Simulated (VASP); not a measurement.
# PtSe2 (Sudovikovite) (P-3m1) in VASP: a series of runs, part 2 of 2

VASP 6.6.1. The steps go on from the part before.

**5. Single point, PBEsol+D4**

This run uses another cell than the first one, of 19.09 Å³/atom, 1.167 times its volume.

Contents of INCAR:

```
SYSTEM = PtSe2
PREC = Accurate
ENCUT = 520
EDIFF = 1E-6
ISMEAR = -1
SIGMA = 0.15
LREAL = .False.
LASPH = .True.
NELM = 100
ALGO = Normal
ISIF = 2
LWAVE = .False.
LCHARG = .True.
GGA = PS
IVDW = 13
LELF = .True.
LVHAR = .True.
NBANDS = 18
```

Contents of KPOINTS:

```
Automatic mesh
0
Gamma
  9 9 6
  0 0 0
```

Contents of POSCAR:

```
PtSe2
1.0
    3.7475862329      0.0000000000      0.0000000000
   -1.8737931164      3.2455048805      0.0000000000
    0.0000000000      0.0000000000      4.7089889348
Pt Se
1 2
Direct
    0.0000000000      0.0000000000      0.0000000000
    0.3333333333      0.6666666667      0.2684612237
    0.6666666667      0.3333333333      0.7315387763
```

Started as:

```console
cat potpaw_PBE.64/Pt/POTCAR potpaw_PBE.64/Se/POTCAR > POTCAR
mpirun -np 1 vasp_std > vasp.out
```

Wall time 85 s (1 thread of AMD EPYC 7R13 (Zen 3), shared host); peak memory 0.18 GiB.

It converged, with:

| Property | Result |
| --- | --- |
| Free energy | -16.8313 eV |
| Pressure | 0.1 GPa |
| Largest force | 0.020 eV/Å |
| Band gap on the k mesh | zero (band 11 reaches 7.96 eV, above the bottom of band 12 at 7.04 eV) |
| Dispersion energy per atom | -0.304 eV |

Forces on the atoms (eV/Å):
```
Pt   0.000  0.000  0.000
Se   0.000  0.000  0.020
Se   0.000  0.000 -0.020
```

Levels at points of the mesh, in eV from the Fermi level:
| k point | band 7 | band 8 | band 9 | band 10 | band 11 | band 12 | band 13 | band 14 | band 15 | band 16 |
| --- | --- | --- | --- | --- | --- | --- | --- | --- | --- | --- |
| (0.00, 0.00, 0.00) | -3.82 | -2.43 | -0.96 | -0.96 | 0.98 | 1.08 | 1.08 | 3.15 | 4.28 | 7.25 |
| (0.00, 0.00, 0.50) | -3.89 | -2.93 | -1.77 | -1.77 | -1.62 | 2.53 | 2.53 | 5.03 | 6.52 | 6.52 |

Caveat: the PAW data sets were made with another functional, which shifts forces and pressure a little; spin-orbit coupling is left out, which moves the levels of the heavy elements; pairwise dispersion overbinds metals, which lowers pressure and volume.

**6. Relaxation of cell and atoms, PBEsol+D4**

This run uses another cell than the first one, of 20.27 Å³/atom, 1.238 times its volume.

Contents of INCAR:

```
SYSTEM = PtSe2
PREC = Accurate ; ENCUT = 600
EDIFF = 1E-7 ; ISMEAR = -1
SIGMA = 0.15 ; LREAL = .False.
LASPH = .True. ; NELM = 100
ALGO = Normal ; ISIF = 3
LWAVE = .False. ; LCHARG = .False.
GGA = PS ; IVDW = 13
IBRION = 2 ; NSW = 80
EDIFFG = -0.01
```

KPOINTS is that of step 5.

Contents of POSCAR:

```
PtSe2
1.0
    3.7240000000      0.0000000000      0.0000000000
   -1.8620000000      3.2250800000      0.0000000000
    0.0000000000      0.0000000000      5.0620000000
Pt Se
1 2
Direct
    0.0000000000      0.0000000000      0.0000000000
    0.3333333333      0.6666666667      0.2500000000
    0.6666666667      0.3333333333      0.7500000000
```

Potentials or basis: VASP PAW PBE potentials, release 64 (Pt, Se).

Started as:

```console
cat potpaw_PBE.64/Pt/POTCAR potpaw_PBE.64/Se/POTCAR > POTCAR
mpirun -np 1 vasp_std > vasp.out
```

OUTCAR:

```text
SYSTEM = PtSe2
   PREC = Accurate
   ENCUT = 600
   EDIFF = 1E-7
   ISMEAR = -1
   LREAL = .False.
   LASPH = .True.
   NELM = 100
   ISIF = 3
   GGA = PS
   IVDW = 13
   IBRION = 2
   NSW = 80
   EDIFFG = -0.01

 ion  position               nearest neighbor table
   1  0.000  0.000  0.000-   2 2.49   3 2.49   3 2.49   2 2.49   3 2.49   2 2.49
   2  0.333  0.667  0.250-   1 2.49   1 2.49   1 2.49
   3  0.667  0.333  0.750-   1 2.49   1 2.49   1 2.49

  LATTYP: Found a hexagonal cell.
 ALAT       =     3.7240000000
 C/A-ratio  =     1.3592910849

  Lattice vectors:

 A1 = (   3.7240000000,   0.0000000000,   0.0000000000)
 A2 = (  -1.8620000000,   3.2250800000,   0.0000000000)
 A3 = (   0.0000000000,   0.0000000000,   5.0620000000)

Analysis of symmetry for initial positions (statically):
=====================================================================
 Subroutine PRICEL returns:
 Original cell was already a primitive cell.

 Routine SETGRP: Setting up the symmetry group for a
 hexagonal supercell.

 Subroutine GETGRP returns: Found 12 space group operations
 (whereof 12 operations were pure point group operations)
 out of a pool of 24 trial point group operations.

The static configuration has the point symmetry D_3d.

Analysis of symmetry for dynamics (positions and initial velocities):
=====================================================================
 Subroutine PRICEL returns:
 Original cell was already a primitive cell.

 Routine SETGRP: Setting up the symmetry group for a
 hexagonal supercell.

 Subroutine GETGRP returns: Found 12 space group operations
 (whereof 12 operations were pure point group operations)
 out of a pool of 24 trial point group operations.

The dynamic configuration has the point symmetry D_3d.

 Subroutine INISYM returns: Found 12 space group operations
 (whereof 12 operations are pure point group operations),
 and found     1 'primitive' translations

----------------------------------------------------------------------------------------

                                     Primitive cell

  volume of cell :      60.7956

  direct lattice vectors                    reciprocal lattice vectors
     3.724000000  0.000000000  0.000000000     0.268528464  0.155034914  0.000000000
    -1.862000000  3.225080000  0.000000000     0.000000000  0.310069828  0.000000000
     0.000000000  0.000000000  5.062000000     0.000000000  0.000000000  0.197550375

  length of vectors
     3.724000000  3.724001209  5.062000000     0.310069928  0.310069828  0.197550375

  position of ions in fractional coordinates (direct lattice)
     0.000000000  0.000000000  0.000000000
     0.333333333  0.666666667  0.250000000
     0.666666667  0.333333333  0.750000000

  ion indices of the primitive-cell ions
   primitive index   ion index
                 1           1
                 2           2
                 3           3

----------------------------------------------------------------------------------------

 KPOINTS: Automatic mesh

Automatic generation of k-mesh.
 Grid dimensions read from file:
 generate k-points for:    9    9    6

 Generating k-lattice:

  Cartesian coordinates                     Fractional coordinates (reciprocal lattice)
     0.029836496  0.017226102  0.000000000     0.111111111  0.000000000  0.000000000
     0.000000000  0.034452203  0.000000000     0.000000000  0.111111111  0.000000000
     0.000000000  0.000000000  0.032925063     0.000000000  0.000000000  0.166666667

  Length of vectors
[... 39 lines left out ...]
   total plane-waves  NPLWV =  36000
   dimension x,y,z NGX =    30 NGY =   30 NGZ =   40
   dimension x,y,z NGXF=    60 NGYF=   60 NGZF=   80
   ions per type =               1   2
   NGX,Y,Z   is equivalent  to a cutoff of  13.39, 13.39, 13.14 a.u.
   NGXF,Y,Z  is equivalent  to a cutoff of  26.79, 26.79, 26.27 a.u.
 SYSTEM =  PtSe2
   PREC   = accura    normal or accurate (medium, high low for compatibility)
   ISTART =      0    job   : 0-new  1-cont  2-samecut
   ICHARG =      2    charge: 1-file 2-atom 10-const
   ISPIN  =      1    spin polarized calculation?
   LNONCOLLINEAR =      F non collinear calculations
   LSORBIT =      F    spin-orbit coupling
   LASPH  =      T    aspherical Exc in radial PAW
   ENCUT  =  600.0 eV  44.10 Ry    6.64 a.u.   7.44  7.44 10.11*2*pi/ulx,y,z
   NELM   =    100;   NELMIN=  2; NELMDL= -5     # of ELM steps
   EDIFF  = 0.1E-06   stopping-criterion for ELM
   LREAL  =      F    real-space projection
   EDIFFG = -.1E-01   stopping-criterion for IOM
   NSW    =     80    number of steps for IOM
   IBRION =      2    ionic relax: 0-MD 1-quasi-New 2-CG
   NFREE  =      1    steps in history (QN), initial steepest desc. (CG)
   ISIF   =      3    stress and relaxation
   ISYM   =      2    0-nonsym 1-usesym 2-fastsym
   POTIM  = 0.5000    time-step for ionic-motion
   TEBEG  =    0.0;   TEEND  =   0.0 temperature during run
   PSTRESS=    0.0 pullay stress
   NELECT =      22.0000    total number of electrons
   NUPDOWN=      -1.0000    fix difference up-down
   EMIN   =  10.00;   EMAX   =-10.00  energy-range for DOS
   EFERMI =   0.00;   METHOD = LEGACY
   ISMEAR =    -1;   SIGMA  =   0.15  broadening in eV -4-tet -1-fermi 0-gaus
   EFERMI_NEDOS =   21; number of points for ismear=-14 and -15
   IALGO  =     38    algorithm
   IMIX   =      4    mixing-type and parameters
     AMIX     =   0.40;   BMIX     =  1.00
     AMIX_MAG =   1.60;   BMIX_MAG =  1.00
  volume/ion in A,a.u.               =      20.27       136.76
  Fermi-wavevector in a.u.,A,eV,Ry     =   1.166608  2.204569 18.517179  1.360974
  Thomas-Fermi vector in A             =   2.303119
   LORBIT       =      0    0 simple, 1 ext, 2 COOP (PROOUT), +10 PAW based schemes
   GGA     = PS    functional components
   LHFCALC =     F    Hartree Fock is set to
   AEXX    =    0.0000 exact exchange contribution
   IVDW    =    13    specifies the selected vdW correction
   LEPSILON=     F    determine dielectric tensor
   LRPA    =     F    only Hartree local field effects (RPA)
 conjugate gradient relaxation of ions
 non-spin polarized calculation
  energy-cutoff  :      600.00
  volume of cell :       60.80
 maximum number of plane-waves:      2053
 NGX is ok and might be reduce to    30
   NGX = 15   NGY = 15   NGZ = 21

--------------------------------------- Ionic step        1  -------------------------------------------

 number of electron      22.0000000 magnetization

 Free energy of the ion-electron system (eV)
  ---------------------------------------------------
  ext. energy  EPLUGINS =         0.00000000
  ---------------------------------------------------
  free energy    TOTEN  =       -15.91126401 eV

  energy without entropy =      -15.85679338  energy(sigma->0) =      -15.88402869

------------------------ aborting loop because EDIFF is reached ----------------------------------------

  DFT-D4 for vdW energy calculation

  Edisp (eV):   -0.86017
[... 108 lines left out ...]
  FREE ENERGIE OF THE ION-ELECTRON SYSTEM (eV)
  ---------------------------------------------------
  free  energy   TOTEN  =       -16.7863669766 eV

  energy  without entropy=      -16.7279274816  energy(sigma->0) =      -16.75714723

[... ionic steps 4 to 19 ...]

--------------------------------------- Ionic step       20  -------------------------------------------

 number of electron      22.0000004 magnetization

------------------------ aborting loop because EDIFF is reached ----------------------------------------
[... 77 lines left out ...]
--------------------------------------- Ionic step       22  -------------------------------------------

 number of electron      22.0000004 magnetization

 Free energy of the ion-electron system (eV)
  ---------------------------------------------------
  ext. energy  EPLUGINS =         0.00000000
  ---------------------------------------------------
  free energy    TOTEN  =       -15.91875782 eV

  energy without entropy =      -15.85865766  energy(sigma->0) =      -15.88870774

 E-fermi :   6.9787     XC(G=0): -11.1818

 val. band max:        6.9452459476   @ k =   0.0000   0.2222   0.1667
 cond. band min:       7.0370546018   @ k =   0.3333   0.3333   0.0000
 fundamental gap:      0.0918086542
 Fermi energy:         6.9787022084

 k-point     1 :       0.0000    0.0000    0.0000
  band No.  band energies     occupation
      1      -8.9278      2.00000
      2      -5.4992      2.00000
      3      -0.3261      2.00000
      4       0.6056      2.00000
      5       0.6056      2.00000
      6       3.1610      2.00000
      7       3.1610      2.00000
      8       4.5555      2.00000
      9       6.0185      1.99669
     10       6.0185      1.99669
     11       7.9568      0.00294
     12       8.0512      0.00157
     13       8.0512      0.00157
     14      10.1250      0.00000
[... 401 lines left out ...]
      2      -6.1407      2.00000
      3       0.1998      2.00000
      4       0.9306      2.00000
      5       1.2210      2.00000
      6       2.0104      2.00000
      7       2.7604      2.00000
      8       3.6205      2.00000
      9       4.5909      2.00000
     10       5.0992      1.99999
     11       6.5896      1.86094
     12       7.4370      0.08997
     13       8.4651      0.00010
     14      11.7126      0.00000
     15      13.1660      0.00000

 [... further k-points ...]

------------------------ aborting loop because EDIFF is reached ----------------------------------------

  DFT-D4 for vdW energy calculation

  Edisp (eV):   -0.91290
[... 26 lines left out ...]
  FREE ENERGIE OF THE ION-ELECTRON SYSTEM (eV)
  ---------------------------------------------------
  free  energy   TOTEN  =       -16.8316601781 eV

  energy  without entropy=      -16.7715600220  energy(sigma->0) =      -16.80161010

 reached required accuracy - stopping structural energy minimisation
```

Run time: 23 min. Hardware: 1 thread of AMD EPYC 7R13 (Zen 3), shared host; peak memory 0.21 GiB.

What came out:

| Item | Value |
| --- | --- |
| Free energy | -16.8317 eV |
| Relaxed volume | 19.09 Å³/atom |
| Relaxed cell | a = 3.749 Å, b = 3.749 Å, c = 4.707 Å, α = 90.00°, β = 90.00°, γ = 120.00° |
| Space group after relaxing (to 0.05 Å) | P-3m1 (No. 164) |
| Energy gained by relaxing | 20.1 meV/atom |
| Ionic steps | 22 |
| Pressure after relaxing | 0.0 GPa |
| Largest force after relaxing | 0.004 eV/Å |
| Band gap on the k mesh | zero (band 11 reaches 7.96 eV, above the bottom of band 12 at 7.04 eV) |
| Dispersion energy per atom | -0.304 eV |

Forces on the atoms (eV/Å):
```
Pt   0.000  0.000  0.000
Se   0.000  0.000  0.004
Se   0.000  0.000 -0.004
```

The path:
```
step  energy change (eV)  largest force (eV/Å)  pressure (GPa)  volume (Å³)
   1              0.0000                0.3500            0.11        60.80
   2             -0.0120                0.1469           -1.58        60.91
   3             -0.0149                0.0164           -2.90        61.00
   4             -0.0191                0.0216           -2.84        60.80
   5             -0.0307                0.0400           -2.62        60.18
   6             -0.0489                0.0898           -2.04        58.94
   7             -0.0516                0.2672           -0.21        56.48
   8             -0.0574                0.1480           -1.24        57.77
   9             -0.0577                0.1639           -1.09        57.56
  10             -0.0596                0.0623           -0.27        57.38
  11             -0.0598                0.0276            0.01        57.32
  12             -0.0598                0.0249            0.03        57.32
  13             -0.0599                0.0196            0.02        57.33
  14             -0.0601                0.0039           -0.03        57.35
  15             -0.0600                0.0279           -0.13        57.39
  16             -0.0602                0.0070           -0.06        57.36
  17             -0.0602                0.0114            0.01        57.33
  18             -0.0602                0.0124            0.02        57.32
  19             -0.0602                0.0143            0.05        57.31
  20             -0.0602                0.0135            0.04        57.31
  21             -0.0602                0.0111            0.03        57.31
  22             -0.0602                0.0044            0.02        57.28
```

Final structure:
```
Pt Se
1.0
     3.74873    0.00000    0.00000
    -1.87436    3.24650    0.00000
     0.00000    0.00000    4.70693
Pt Se
1 2
Direct
  0.00000 0.00000 0.00000
  0.33333 0.66667 0.26868
  0.66667 0.33333 0.73132
```

Caveat: the PAW data sets were made with another functional, which shifts forces and pressure a little; spin-orbit coupling is left out, which moves the levels of the heavy elements; pairwise dispersion overbinds metals, which lowers pressure and volume.

**7. The runs side by side**

| task | cell | cutoff (eV) | gap on the mesh (eV) | pressure (GPa) | largest force (eV/Å) |
| --- | --- | --- | --- | --- | --- |
| single point | a = 3.649, b = 3.649, c = 4.257 Å, angles 90.0, 90.0, 120.0°, 3 atoms | 520 | none | 20.3 | 0.03 |
| single point | a = 3.692, b = 3.692, c = 4.420 Å, angles 90.0, 90.0, 120.0°, 3 atoms | 520 | none | 10.2 | 0.02 |
| single point | a = 3.718, b = 3.718, c = 4.534 Å, angles 90.0, 90.0, 120.0°, 3 atoms | 520 | none | 5.1 | 0.02 |
| single point | a = 3.748, b = 3.748, c = 4.709 Å, angles 90.0, 90.0, 120.0°, 3 atoms | 520 | none | 0.1 | 0.02 |
| relaxation of cell and atoms | relaxed from a = 3.724, b = 3.724, c = 5.062 Å, angles 90.0, 90.0, 120.0°, 3 atoms | 600 | none | 0.0 | - |

Alike in all rows: level PBEsol+D4; potentials or basis VASP PAW PBE potentials, release 64 (Pt, Se); no spin polarisation; k mesh 9 × 9 × 6; smearing fermi-dirac 0.15 eV.

Caveats: the PAW data sets were made with another functional, which shifts forces and pressure a little; spin-orbit coupling is left out, which moves the levels of the heavy elements; pairwise dispersion overbinds metals, which lowers pressure and volume.

Total energies depend on the potentials used, so only differences within one code and one set of settings carry meaning.
